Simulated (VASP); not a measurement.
Set up this calculation in VASP 6.6.1, as the native input.

| Quantity | Value |
| --- | --- |
| Task | single point |
| Functional | PBE |
| Potentials or basis | VASP PAW PBE potentials, release 64 (Cs_sv, Be) |
| Cutoff | 520 eV |
| k mesh | 9 × 9 × 12 |
| Occupations | gaussian, width 0.1 eV |
| Spin | no spin polarisation |
| Dipole correction | no |
| Further INCAR settings | ALGO = Normal; EDIFF = 1e-06; NBANDS = 17 |

The structure of Cs2Be lies in POSCAR:

```
Cs2Be
1.0
    6.5449953496      0.0000000000      0.0000000000
   -3.2724976748      5.6681322404      0.0000000000
    0.0000000000      0.0000000000      4.2544839811
Cs Be
2 1
Direct
    0.3333333333      0.6666666667      0.5000000000
    0.6666666667      0.3333333333      0.5000000000
    0.0000000000      0.0000000000      0.0000000000
```

The input as run:

INCAR

```
SYSTEM = Cs2Be
PREC = Accurate
ENCUT = 520
EDIFF = 1E-6
ISMEAR = 0
SIGMA = 0.1
LREAL = .FALSE.
LASPH = .TRUE.
NELM = 100
ALGO = Normal
ISIF = 2
LWAVE = .FALSE.
LCHARG = .TRUE.
GGA = PE
LELF = .TRUE.
LVHAR = .TRUE.
NBANDS = 17
```

KPOINTS

```
regular mesh
0
G
  9 9 12
  0 0 0
```

Potentials or basis: VASP PAW PBE potentials, release 64 (Cs_sv, Be).

Launch:

```sh
$ cat potpaw_PBE.64/Cs_sv/POTCAR potpaw_PBE.64/Be/POTCAR > POTCAR
$ mpirun -np 1 vasp_std > vasp.out
```

It gave:

```yaml
Pressure: 0.0 GPa
Band_gap_on_the_k_mesh: zero (band 10 reaches 2.16 eV, above the bottom of band 11 at 1.24 eV)
```

Caveat: spin-orbit coupling is left out, which moves the levels of the heavy elements.

Wall time 2.5 min on 1 thread of Intel(R) Xeon(R) Platinum 8488C (Sapphire Rapids) (shared host), peak memory 0.4 GiB.
